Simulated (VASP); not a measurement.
Input of a VASP 6.6.1 run:

Contents of INCAR:

```
SYSTEM = Mg
ALGO = Normal
EDIFF = 1E-7
ENCUT = 520
GGA = PE
ISIF = 2
ISMEAR = 0
LASPH = .TRUE.
LCHARG = .FALSE.
LREAL = .FALSE.
LWAVE = .FALSE.
NBANDS = 7
NELM = 60
PREC = Accurate
SIGMA = 0.15
```

File KPOINTS:

```
k-points
0
G
  18 18 18
  0 0 0
```

Contents of POSCAR:

```
Mg
1.0
   -1.7070500000      1.7070500000      1.5685000000
    1.7070500000     -1.7070500000      1.5685000000
    1.7070500000      1.7070500000     -1.5685000000
Mg
1
Direct
    0.0000000000      0.0000000000      0.0000000000
```

Potentials or basis: VASP PAW PBE potentials, release 64 (Mg).

The run is started by

```console
$ cat potpaw_PBE.64/Mg/POTCAR > POTCAR
$ mpirun -np 1 vasp_std > vasp.out
```

**Question.** Estimate the pressure.

**Answer.** 12.5 GPa.

**Question.** Predict the band gap on the k mesh.

**Answer.** Zero (bands 1 and 2 overlap by 4.87 eV).

Stress tensor (GPa, compression positive):
```
11.99  0.00  0.00
 0.00 11.99  0.00
 0.00  0.00 13.65
```

Caveat: the cell stands under pressure.
